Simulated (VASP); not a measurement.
# Be (P6_3/mmc) in VASP: notebook

The runs below take Be through single point, with PBE.

All numbers are computed with VASP 6.6.1; they aren't measurements. Logs are shortened: lines on timing, memory, paths and dates and some standing lists are left out, and cuts for length are marked.

**1. The cell of the first run**

It takes space group P6_3/mmc (No. 194, hexagonal). The conventional cell has a = 2.266 Å, b = 2.266 Å, c = 3.559 Å, α = 90.00°, β = 90.00°, γ = 120.00°. Be (site symmetry -6m2) has 12 Be at 2.21 to 2.27 Å within 2.9 Å.

**2. Single point, PBE**

INCAR

```
SYSTEM = Be
PREC = Accurate ; ENCUT = 520
EDIFF = 1E-6 ; ISMEAR = 0
SIGMA = 0.3 ; LREAL = .False.
LASPH = .True. ; NELM = 100
ALGO = Normal ; ISIF = 2
LWAVE = .False. ; LCHARG = .True.
GGA = PE ; LELF = .True.
LVHAR = .True. ; NBANDS = 9
```

KPOINTS

```
regular mesh
0
Gamma
  16 16 9
  0 0 0
```

POSCAR

```
Be
1.0
    2.2656737714      0.0000000000      0.0000000000
   -1.1328368857      1.9621310427      0.0000000000
    0.0000000000      0.0000000000      3.5587036811
Be
2
Direct
    0.3333333333      0.6666666667      0.2500000000
    0.6666666667      0.3333333333      0.7500000000
```

Potentials or basis: VASP PAW PBE potentials, release 64 (Be).

Started as:

```sh
$ cat potpaw_PBE.64/Be/POTCAR > POTCAR
$ mpirun -np 1 vasp_std > vasp.out
```

OUTCAR:

```text
SYSTEM = Be
   PREC = Accurate
   ENCUT = 520
   EDIFF = 1E-6
   ISMEAR = 0
   LREAL = .False.
   LASPH = .True.
   NELM = 100
   ISIF = 2
   GGA = PE

 ion  position               nearest neighbor table
   1  0.333  0.667  0.250-   2 2.21   2 2.21   2 2.21   2 2.21   2 2.21   2 2.21
   2  0.667  0.333  0.750-   1 2.21   1 2.21   1 2.21   1 2.21   1 2.21   1 2.21

  LATTYP: Found a hexagonal cell.
 ALAT       =     2.2656737714
 C/A-ratio  =     1.5707043644

  Lattice vectors:

 A1 = (   2.2656737714,   0.0000000000,   0.0000000000)
 A2 = (  -1.1328368857,   1.9621310427,   0.0000000000)
 A3 = (   0.0000000000,   0.0000000000,   3.5587036811)

Analysis of symmetry for initial positions (statically):
=====================================================================
 Subroutine PRICEL returns:
 Original cell was already a primitive cell.

 Routine SETGRP: Setting up the symmetry group for a
 hexagonal supercell.

 Subroutine GETGRP returns: Found 24 space group operations
 (whereof 12 operations were pure point group operations)
 out of a pool of 24 trial point group operations.

The static configuration has the point symmetry D_3d.
 The point group associated with its full space group is D_6h.

Analysis of symmetry for dynamics (positions and initial velocities):
=====================================================================
 Subroutine PRICEL returns:
 Original cell was already a primitive cell.

 Routine SETGRP: Setting up the symmetry group for a
 hexagonal supercell.

 Subroutine GETGRP returns: Found 24 space group operations
 (whereof 12 operations were pure point group operations)
 out of a pool of 24 trial point group operations.

The dynamic configuration has the point symmetry D_3d.
 The point group associated with its full space group is D_6h.

 Subroutine INISYM returns: Found 24 space group operations
 (whereof 12 operations are pure point group operations),
 and found     1 'primitive' translations

----------------------------------------------------------------------------------------

                                     Primitive cell

  volume of cell :      15.8204

  direct lattice vectors                    reciprocal lattice vectors
     2.265673771  0.000000000  0.000000000     0.441369809  0.254824978  0.000000000
    -1.132836886  1.962131043  0.000000000     0.000000000  0.509649956  0.000000000
     0.000000000  0.000000000  3.558703681     0.000000000  0.000000000  0.281001199

  length of vectors
     2.265673771  2.265673771  3.558703681     0.509649956  0.509649956  0.281001199

  position of ions in fractional coordinates (direct lattice)
     0.333333333  0.666666667  0.250000000
     0.666666667  0.333333333  0.750000000

  ion indices of the primitive-cell ions
   primitive index   ion index
                 1           1
                 2           2

----------------------------------------------------------------------------------------

 KPOINTS: regular mesh

Automatic generation of k-mesh.
 Grid dimensions read from file:
 generate k-points for:   16   16    9

 Generating k-lattice:

  Cartesian coordinates                     Fractional coordinates (reciprocal lattice)
     0.027585613  0.015926561  0.000000000     0.062500000  0.000000000  0.000000000
     0.000000000  0.031853122  0.000000000     0.000000000  0.062500000  0.000000000
     0.000000000  0.000000000  0.031222355     0.000000000  0.000000000  0.111111111

  Length of vectors
     0.031853122  0.031853122  0.031222355

  Shift w.r.t. Gamma in fractional coordinates (k-lattice)
     0.000000000  0.000000000  0.000000000

 Subroutine IBZKPT returns following result:
 ===========================================

 Found    150 irreducible k-points:

 Following reciprocal coordinates:
            Coordinates               Weight
  0.000000  0.000000  0.000000      1.000000
  0.062500  0.000000  0.000000      6.000000
  0.125000  0.000000  0.000000      6.000000
  0.187500  0.000000  0.000000      6.000000
  0.250000  0.000000  0.000000      6.000000
  0.312500  0.000000  0.000000      6.000000
[... 16 lines left out ...]
  0.187500  0.187500  0.000000      6.000000
  0.250000  0.187500  0.000000     12.000000
 [... further k-points ...]
   k-points           NKPTS =    150   k-points in BZ     NKDIM =    150   number of bands    NBANDS=      9
   number of dos      NEDOS =    301   number of ions     NIONS =      2
   total plane-waves  NPLWV =   9072
   dimension x,y,z NGX =    18 NGY =   18 NGZ =   28
   dimension x,y,z NGXF=    36 NGYF=   36 NGZF=   56
   ions per type =               2
   NGX,Y,Z   is equivalent  to a cutoff of  13.21, 13.21, 13.08 a.u.
   NGXF,Y,Z  is equivalent  to a cutoff of  26.42, 26.42, 26.16 a.u.
 SYSTEM =  Be
   PREC   = accura    normal or accurate (medium, high low for compatibility)
   ISTART =      0    job   : 0-new  1-cont  2-samecut
   ICHARG =      2    charge: 1-file 2-atom 10-const
   ISPIN  =      1    spin polarized calculation?
   LNONCOLLINEAR =      F non collinear calculations
   LSORBIT =      F    spin-orbit coupling
   LASPH  =      T    aspherical Exc in radial PAW
   ENCUT  =  520.0 eV  38.22 Ry    6.18 a.u.   4.21  4.21  6.62*2*pi/ulx,y,z
   NELM   =    100;   NELMIN=  2; NELMDL= -5     # of ELM steps
   EDIFF  = 0.1E-05   stopping-criterion for ELM
   LREAL  =      F    real-space projection
   EDIFFG = 0.1E-04   stopping-criterion for IOM
   NSW    =      0    number of steps for IOM
   IBRION =     -1    ionic relax: 0-MD 1-quasi-New 2-CG
   NFREE  =      0    steps in history (QN), initial steepest desc. (CG)
   ISIF   =      2    stress and relaxation
   ISYM   =      2    0-nonsym 1-usesym 2-fastsym
   POTIM  = 0.5000    time-step for ionic-motion
   TEBEG  =    0.0;   TEEND  =   0.0 temperature during run
   PSTRESS=    0.0 pullay stress
   NELECT =       4.0000    total number of electrons
   NUPDOWN=      -1.0000    fix difference up-down
   EMIN   =  10.00;   EMAX   =-10.00  energy-range for DOS
   EFERMI =   0.00;   METHOD = LEGACY
   ISMEAR =     0;   SIGMA  =   0.30  broadening in eV -4-tet -1-fermi 0-gaus
   EFERMI_NEDOS =   21; number of points for ismear=-14 and -15
   IALGO  =     38    algorithm
   IMIX   =      4    mixing-type and parameters
     AMIX     =   0.40;   BMIX     =  1.00
     AMIX_MAG =   1.60;   BMIX_MAG =  1.00
  volume/ion in A,a.u.               =       7.91        53.38
  Fermi-wavevector in a.u.,A,eV,Ry     =   1.035196  1.956236 14.580411  1.071630
  Thomas-Fermi vector in A             =   2.169527
   LORBIT       =      0    0 simple, 1 ext, 2 COOP (PROOUT), +10 PAW based schemes
   GGA     = PE    functional components
   LHFCALC =     F    Hartree Fock is set to
   AEXX    =    0.0000 exact exchange contribution
   IVDW    =     0    specifies the selected vdW correction
   LEPSILON=     F    determine dielectric tensor
   LRPA    =     F    only Hartree local field effects (RPA)
 non-spin polarized calculation
 Gauss-broadening in eV      SIGMA  =   0.30
  energy-cutoff  :      520.00
  volume of cell :       15.82
 maximum number of plane-waves:       440
 NGX is ok and might be reduce to    18
   NGX =  9   NGY =  9   NGZ = 13

 number of electron       4.0000000 magnetization

 Free energy of the ion-electron system (eV)
  ---------------------------------------------------
  ext. energy  EPLUGINS =         0.00000000
  ---------------------------------------------------
  free energy    TOTEN  =        -7.54061939 eV

  energy without entropy =       -7.53647313  energy(sigma->0) =       -7.53854626

 E-fermi :   6.9760     XC(G=0): -10.6038

 val. band max:        6.6712662627   @ k =   0.3125   0.3125   0.3333
 cond. band min:       6.9803562126   @ k =   0.3125   0.1250   0.0000
 fundamental gap:      0.3090899499
 Fermi energy:         6.9759559582

 k-point     1 :       0.0000    0.0000    0.0000
  band No.  band energies     occupation
      1      -4.3276      2.00000
      2       2.6049      2.00000
      3       8.1738      0.00000
      4      22.9600      0.00000
      5      22.9600      0.00000
      6      25.8197      0.00000
      7      25.8197      0.00000
      8      27.9891      0.00000
      9      34.0854      0.00000

 k-point     2 :       0.0625    0.0000    0.0000
  band No.  band energies     occupation
      1      -4.2155      2.00000
      2       2.7518      2.00000
      3       8.2067      0.00000
      4      22.0405      0.00000
      5      22.2782      0.00000
      6      25.8299      0.00000
      7      26.1743      0.00000
      8      27.7707      0.00000
      9      32.3739      0.00000

 k-point     3 :       0.1250    0.0000    0.0000
  band No.  band energies     occupation
      1      -3.8788      2.00000
      2       3.1919      2.00000
      3       8.2955      0.00000
      4      19.8928      0.00000
      5      20.9886      0.00000
      6      25.7434      0.00000
      7      26.4262      0.00000
      8      26.9835      0.00000
      9      29.9260      0.00000

 k-point     4 :       0.1875    0.0000    0.0000
  band No.  band energies     occupation
      1      -3.3172      2.00000
      2       3.9232      2.00000
      3       8.3944      0.00000
      4      17.3880      0.00000
      5      19.6830      0.00000
      6      25.2159      0.00000
      7      25.3491      0.00000
      8      26.1351      0.00000
      9      27.7325      0.00000
[... 205 lines left out ...]
 k-point    22 :       0.4375    0.1250    0.0000
  band No.  band energies     occupation
      1       2.4265      2.00000
      2       4.2002      2.00000
      3      11.0926      0.00000
      4      12.4202      0.00000
      5      13.8157      0.00000
      6      13.8428      0.00000
      7      19.5894      0.00000
      8      23.1300      0.00000
      9      25.1561      0.00000

 k-point    23 :       0.1875    0.1875    0.0000
  band No.  band energies     occupation
      1      -1.2869      2.00000
      2       6.5286      1.96503
      3       8.4885      0.00000
      4      12.5220      0.00000
      5      15.5027      0.00000
      6      20.9983      0.00000
      7      22.8835      0.00000
      8      23.4907      0.00000
      9      25.8840      0.00000

 k-point    24 :       0.2500    0.1875    0.0000
  band No.  band energies     occupation
      1      -0.1594      2.00000
      2       7.9471      0.00000
      3       8.0415      0.00000
      4      10.8667      0.00000
      5      14.6838      0.00000
      6      18.9286      0.00000
      7      21.7583      0.00000
      8      22.8957      0.00000
      9      24.0984      0.00000

 [... further k-points ...]

------------------------ aborting loop because EDIFF is reached ----------------------------------------

  FORCE on cell =-STRESS in cart. coord.  units (eV):
  Direction    XX          YY          ZZ          XY          YZ          ZX
  --------------------------------------------------------------------------------------
  -------------------------------------------------------------------------------------
  Total        0.0119077      0.0119077      0.0203407      0.0000000     -0.0000000      0.0000000
  in kB        1.2059313      1.2059313      2.0599618      0.0000000     -0.0000000      0.0000000
  external PRESSURE =       1.4906081 kB  Pullay stress =       0.0000000 kB

 VOLUME and BASIS-vectors are now :
 -----------------------------------------------------------------------------
  energy-cutoff  :      520.00
  volume of cell :       15.82
      direct lattice vectors                 reciprocal lattice vectors
     2.265673771  0.000000000  0.000000000     0.441369809  0.254824978  0.000000000
    -1.132836886  1.962131043  0.000000000     0.000000000  0.509649956  0.000000000
     0.000000000  0.000000000  3.558703681     0.000000000  0.000000000  0.281001199

 POSITION                                       TOTAL-FORCE (eV/Angst)
 -----------------------------------------------------------------------------------
     -0.00000      1.30809      0.88968        -0.000000      0.000000      0.000000
      1.13284      0.65404      2.66903         0.000000     -0.000000      0.000000
 -----------------------------------------------------------------------------------
    total drift:                                0.000000     -0.000000      0.000000

  FREE ENERGIE OF THE ION-ELECTRON SYSTEM (eV)
  ---------------------------------------------------
  free  energy   TOTEN  =        -7.5406193888 eV

  energy  without entropy=       -7.5364731289  energy(sigma->0) =       -7.53854626
```

It took 9.1 s on 1 thread of Intel Xeon Platinum 8488C (Sapphire Rapids), shared host; peak memory 0.13 GiB.

What came out:

```yaml
Free_energy: -7.5406 eV
Pressure: 0.1 GPa
Band_gap_on_the_k_mesh: zero (band 2 reaches 7.95 eV, above the bottom of band 3 at 6.35 eV)
```

Stress tensor (GPa, compression positive):
```
0.12 0.00 0.00
0.00 0.12 0.00
0.00 0.00 0.21
```

**3. Single point, PBE**

INCAR

```
SYSTEM = Be
PREC = Accurate
ENCUT = 520
EDIFF = 1E-6
ISMEAR = 0
SIGMA = 0.6
LREAL = .False.
LASPH = .True.
NELM = 80
ALGO = Normal
ISIF = 2
LWAVE = .False.
LCHARG = .False.
GGA = PE
NBANDS = 9
```

KPOINTS

```
Automatic mesh
0
Gamma
  16 16 9
  0 0 0
```

POSCAR is that of step 2.

Potentials or basis: VASP PAW PBE potentials, release 64 (Be).

Started as:

```sh
$ cat potpaw_PBE.64/Be/POTCAR > POTCAR
$ mpirun -np 1 vasp_std > vasp.out
```

Wall time 8.7 s (1 thread of Intel Xeon Platinum 8488C (Sapphire Rapids), shared host); peak memory 0.13 GiB.

Results (log left out):

```yaml
Free_energy: -7.5479 eV
Pressure: 0.2 GPa
Band_gap_on_the_k_mesh: zero (band 2 reaches 7.95 eV, above the bottom of band 3 at 6.35 eV)
```

Stress tensor (GPa, compression positive):
```
0.09 0.00 0.00
0.00 0.09 0.00
0.00 0.00 0.42
```

Levels at points of the mesh, in eV from the Fermi level:
```csv
k point,band 1,band 2,band 3,band 4,band 5,band 6,band 7
"(0.00, 0.00, 0.00)",-11.38,-4.45,1.12,15.91,15.91,18.77,18.77
"(0.50, 0.00, 0.00)",-5.05,-3.18,3.60,6.47,6.75,9.33,10.09
```
